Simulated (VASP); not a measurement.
Here is a VASP 6.6.1 calculation.

Contents of INCAR:

```
ALGO     = Normal         # electronic algorithm
EDIFF    = 1E-7           # SCF threshold, eV
ENCUT    = 520            # plane-wave cutoff, eV
GGA      = PE             # functional
ISIF     = 2              # what is computed and relaxed
ISMEAR   = 0              # smearing method
LASPH    = True           # aspherical terms in the spheres
LCHARG   = False          # write CHGCAR
LREAL    = False          # projectors in reciprocal space
LWAVE    = False          # write WAVECAR
NBANDS   = 16             # bands
NELM     = 100            # most SCF steps
PREC     = Accurate       # precision mode
SIGMA    = 0.01           # smearing width, eV
```

File KPOINTS:

```
k-points
0
Gamma
  12 12 6
```

POSCAR

```
Te
1.0
    4.3190905598      0.0000000000      0.0000000000
   -2.1595452799      3.7404421460      0.0000000000
    0.0000000000      0.0000000000      6.1162670783
Te
3
Direct
    0.7247484990      0.0000000000      0.3333333333
    0.0000000000      0.7247484990      0.6666666667
    0.2752515010      0.2752515010      0.0000000000
```

Potentials or basis: VASP PAW PBE potentials, release 64 (Te).

Launch:

```console
$ cat potpaw_PBE.64/Te/POTCAR > POTCAR
$ mpirun -np 1 vasp_std > vasp.out
```

Task: What does it give for the band gap on the k mesh?

Result: Zero (filled and empty bands touch).

Task: Estimate the pressure.

Result: 1.4 GPa.

Task: Estimate the largest force.

Result: 0.090 eV/Å.

Stress tensor (GPa, compression positive):
```
1.81 0.00 0.00
0.00 1.81 0.00
0.00 0.00 0.63
```

Caveat: the cell differs from its parent crystal (biaxial strain in the a-b plane: -4.5 %); spin-orbit coupling is left out, which moves the levels of the heavy elements.
